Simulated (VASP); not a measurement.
Wanted: the native input for a VASP 6.6.1 run.

```yaml
Task: relaxation of cell and atoms
Functional: PBE
Potentials_or_basis: VASP PAW PBE potentials, release 64 (Mg, I)
Cutoff: 600 eV
k_mesh: 8 × 8 × 12
Occupations: gaussian, width 0.1 eV
Spin: no spin polarisation
Dipole_correction: no
Further_INCAR_settings: ALGO = Normal; EDIFF = 1e-06; IBRION = 2; EDIFFG = -0.01; NSW = 100; ISIF = 3
```

The structure of Mg2I lies in POSCAR:

```
Mg2I
1.0
    6.1597232400      0.0000000000      0.0000000000
    0.0000000000      6.1597232400      0.0000000000
    0.0000000000      0.0000000000      3.6553543414
Mg I
2 1
Direct
    0.0000000000      0.5000000000      0.0000000000
    0.5000000000      0.0000000000      0.0000000000
    0.5000000000      0.5000000000      0.0000000000
```

One way to write it, as run:

INCAR

```
SYSTEM = Mg2I
ALGO = Normal
EDIFF = 1E-6
EDIFFG = -0.01
ENCUT = 600
GGA = PE
IBRION = 2
ISIF = 3
ISMEAR = 0
LASPH = .True.
LCHARG = .False.
LREAL = .False.
LWAVE = .False.
NELM = 80
NSW = 100
PREC = Accurate
SIGMA = 0.1
```

KPOINTS

```
k-points
0
Gamma
  8 8 12
  0 0 0
```

Potentials or basis: VASP PAW PBE potentials, release 64 (Mg, I).

Command:

```bash
$ cat potpaw_PBE.64/Mg/POTCAR potpaw_PBE.64/I/POTCAR > POTCAR
$ mpirun -np 1 vasp_std > vasp.out
```

It gave:

The relaxed volume is 46.26 Å³/atom. The relaxed cell is a = 6.216 Å, b = 6.216 Å, c = 3.591 Å, α = 90.00°, β = 90.00°, γ = 90.00°. The space group after relaxing (to 0.05 Å) is P4/mmm (No. 123), the energy gained by relaxing is 1.9 meV/atom and the ionic steps are 4. The pressure after relaxing is 0.0 GPa.

Caveat: an odd number of electrons without spin polarisation forces a metal; a magnetic or distorted state may lie lower.

It took 4.1 min on 1 thread of Intel Xeon 6975P-C, on a shared host, peak memory 0.43 GiB.
